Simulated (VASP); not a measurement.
**Nb: single point with PBE**

Crystal: Nb.

```
CELL_PARAMETERS angstrom
0.00000 2.37413 1.67851
2.37413 0.00000 1.67851
2.37413 2.37413 0.00000
ATOMIC_POSITIONS crystal
Nb 0.00000 0.00000 0.00000
```

This cell differs from its parent crystal: ratio of the length along z to the lengths across it x 0.707, volume and fractional coordinates fixed.

```yaml
Program: VASP 6.6.1
Task: single point
Functional: PBE
Potentials_or_basis: VASP PAW PBE potentials, release 64 (Nb_sv)
Cutoff: 520 eV
k_mesh: 22 × 22 × 22
Occupations: gaussian, width 0.15 eV
Spin: no spin polarisation
```

| Quantity | Value |
| --- | --- |
| Pressure | -6.9 GPa |
| Band gap on the k mesh | zero (an odd number of electrons rules out a gap without spin polarisation) |

Levels at points of the mesh, in eV from the Fermi level:
```tsv
k point	band 5	band 6	band 7	band 8	band 9	band 10
(0.00, 0.00, 0.00)	-5.85	0.38	0.38	0.38	3.13	3.13
(0.50, 0.00, 0.00)	-3.52	-1.52	2.06	3.13	3.77	5.98
(0.50, 0.50, 0.00)	-3.44	-3.44	5.27	5.27	5.27	8.67
(0.50, 0.00, 0.50)	-3.52	-1.51	2.06	3.13	3.77	5.98
```

Run time: 2.3 min on 1 thread of Intel(R) Xeon(R) 6975P-C (Granite Rapids), with other jobs on the host, peak memory 0.3 GiB.

Caveat: the cell stands under tension.
